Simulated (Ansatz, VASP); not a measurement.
One calculation of AlN, two programs

```
CELL_PARAMETERS angstrom
0.00000 2.11228 2.11228
2.17331 0.00000 2.11228
2.17331 2.11228 0.00000
ATOMIC_POSITIONS crystal
Al 0.52458 0.47542 0.47542
N 0.97542 0.02458 0.02458
```

Alike in both runs: task single point; functional PBE; k mesh 10 × 10 × 10; occupations gaussian, width 0.02 eV; no spin polarisation.

|  | VASP | Ansatz |
| --- | --- | --- |
| version | VASP 6.6.1 | Ansatz 0.2.0 |
| potentials or method | VASP PAW PBE potentials, release 64 (Al, N), cutoff 520 eV | scalar-relativistic, plane waves, PAW |
| valence electrons in the cell | 8 | 8 |

```tsv
	VASP	Ansatz	Ansatz less VASP
gap on the k mesh at the Fermi level (eV)	3.11	3.13	+0.019
least direct gap on the mesh (eV)	3.58	3.57	-0.004
pressure (GPa)	-22.5	-22.3	+0.20
traceless stress, the component that is largest in VASP (GPa)	7.44	7.40	-0.040
rms of the force components (eV/Å)	0.288	0.289	+0.0008
```

Atom by atom the forces differ by 0.001 eV/Å (rms over components). The functional is the same, so the differences come from potentials, cutoffs and numerics.
